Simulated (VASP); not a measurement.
# Cd2S: single point with PBE-based global hybrid

The system is Cd2S.

```
Cd S
1.0
     3.96267    0.00000    0.00000
    -1.98134    3.43177    0.00000
     0.00000    0.00000    5.80919
Cd S
2 1
Direct
  0.33333 0.66667 0.93272
  0.66667 0.33333 0.57873
  0.33333 0.66667 0.36571
```

```json
{
  "Program": "VASP 6.6.1",
  "Task": "single point",
  "Functional": "PBE-based global hybrid",
  "Potentials or basis": "VASP PAW PBE potentials, release 64 (Cd, S)",
  "Cutoff": "520 eV",
  "k mesh": "5 × 5 × 3",
  "Occupations": "fermi-dirac, width 0.05 eV",
  "Spin": "no spin polarisation"
}
```

The pressure is -1.4 GPa. The largest force is 0.218 eV/Å and the band gap on the k mesh is 1.92 eV, indirect (least direct gap 2.15 eV).

Forces in eV/Å, atoms in the order of the input:
```
Cd   0.000  0.000  0.160
Cd   0.000  0.000 -0.218
S    0.000  0.000  0.058
```

Stress tensor (GPa, compression positive):
```
-1.31  0.00  0.00
 0.00 -1.31  0.00
 0.00  0.00 -1.65
```

Levels at points of the mesh, in eV from the valence-band top:
```tsv
k point	band 12	band 13	band 14	band 15	band 16	band 17	band 18	band 19
(0.00, 0.00, 0.00)	-4.78	-3.94	-0.83	-0.83	4.97	6.79	8.67	8.67
```

It took 43 min on 1 thread of Intel(R) Xeon(R) Platinum 8375C CPU @ 2.90GHz (Ice Lake), on a shared host, peak memory 0.23 GiB.

Caveat: the PAW data sets were made with another functional, which shifts forces and pressure a little. A k mesh can miss the band edges.
